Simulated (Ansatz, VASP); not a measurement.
One calculation of CrO2, two programs

```
Cr O
1.0
     2.59933    0.00000    0.00000
    -1.29966    2.25108    0.00000
     0.00000    0.00000   13.72642
Cr O
1 2
Direct
  0.33333 0.66667 0.00000
  0.66667 0.33333 0.91658
  0.66667 0.33333 0.08342
```

Alike in both runs: task single point; functional r2SCAN; k mesh 15 × 15 × 4; occupations gaussian, width 0.02 eV; no spin polarisation.

|  | VASP | Ansatz |
| --- | --- | --- |
| version | VASP 6.6.1 | Ansatz 0.2.0 |
| potentials or method | VASP PAW PBE potentials, release 64 (Cr_pv, O), cutoff 520 eV | scalar-relativistic, plane waves, PAW |
| valence electrons in the cell | 24 | 26 |

Ansatz gave:

```
gap on the k mesh at the Fermi level (eV) : 0.43
least direct gap on the mesh (eV)         : 1.69
rms of the force components (eV/Å)        : 0.001
```

Task: Estimate VASP's values.

Result: gap on the k mesh at the Fermi level (eV): 0.43; least direct gap on the mesh (eV): 1.65; rms of the force components (eV/Å): 0.078.

VASP's potentials were made for PBE, not for r2SCAN. Atom by atom the forces differ by 0.080 eV/Å (rms over components). VASP's potentials hold 24 valence electrons a cell and Ansatz's 26, so a difference there can come from the potentials and not from the codes.
